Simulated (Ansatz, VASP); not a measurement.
## BeTe: VASP beside Ansatz

```
Be Te
1.0
     0.00000    2.83180    2.83180
     2.83180    0.00000    2.83180
     2.83180    2.83180    0.00000
Be Te
1 1
Direct
  0.50000 0.50000 0.50000
  0.75000 0.75000 0.75000
```

Change from the starting cell: the structure that the rattled cell fell into.

Alike in both runs: task single point; functional PBE; k mesh 6 × 6 × 6; occupations gaussian, width 0.1 eV; no spin polarisation.

|  | VASP | Ansatz |
| --- | --- | --- |
| version | VASP 6.6.1 | Ansatz 0.2.0 |
| potentials or method | VASP PAW PBE potentials, release 64 (Be, Te), cutoff 520 eV | scalar-relativistic, plane waves, PAW |
| valence electrons in the cell | 8 | 18 |

|  | VASP | Ansatz | Ansatz less VASP |
| --- | --- | --- | --- |
| gap on the k mesh at the Fermi level (eV) | 2.01 | 2.03 | +0.014 |
| least direct gap on the mesh (eV) | 3.62 | 3.64 | +0.018 |
| pressure (GPa) | 0.2 | 0.0 | -0.13 |

VASP's potentials hold 8 valence electrons a cell and Ansatz's 18, so a difference there can come from the potentials and not from the codes.

Neither program's run includes spin-orbit coupling.
